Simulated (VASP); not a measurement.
Wanted: the native input for a VASP 6.6.1 run.

- Task: single point
- Functional: PBE
- Potentials or basis: VASP PAW PBE potentials, release 64 (Y_sv, Pt, F)
- Cutoff: 520 eV
- k mesh: 3 × 3 × 6
- Occupations: gaussian, width 0.1 eV
- Spin: no spin polarisation
- Dipole correction: no
- Further INCAR settings: ALGO = Normal; EDIFF = 1e-06; NBANDS = 36

The structure of YPt3F2 lies in POSCAR:

```
YPt3F2
1.0
    5.7815834900      0.0000000000      0.0000000000
   -2.8907917400      5.0069981700      0.0000000000
    0.0000000000      0.0000000000      3.1738097700
Y Pt F
1 3 2
Direct
    0.0000000000      0.0000000000      0.0000000000
    0.5000000000      0.0000000000      0.5000000000
    0.5000000000      0.5000000000      0.5000000000
    0.0000000000      0.5000000000      0.5000000000
    0.3333333300      0.6666666700      0.0000000000
    0.6666666700      0.3333333300      0.0000000000
```

These files were run (other wordings do the same):

INCAR

```
ALGO = Normal
EDIFF = 1E-6
ENCUT = 520
GGA = PE
ISIF = 2
ISMEAR = 0
LASPH = True
LCHARG = False
LREAL = False
LWAVE = False
NBANDS = 36
NELM = 100
PREC = Accurate
SIGMA = 0.1
```

KPOINTS

```
k-points
0
Gamma
  3 3 6
```

Potentials or basis: VASP PAW PBE potentials, release 64 (Y_sv, Pt, F).

Launch:

```sh
$ cat potpaw_PBE.64/Y_sv/POTCAR potpaw_PBE.64/Pt/POTCAR potpaw_PBE.64/F/POTCAR > POTCAR
$ mpirun -np 1 vasp_std > vasp.out
```

Results of the run:

```
Pressure : 14.5 GPa
```

Caveat: the k points lie up to 0.42 Å⁻¹ apart; an odd number of electrons without spin polarisation forces a metal; a magnetic or distorted state may lie lower.

It took 29 s on 1 thread of Intel(R) Xeon(R) 6975P-C (Granite Rapids), with other jobs on the host, peak memory 0.24 GiB.
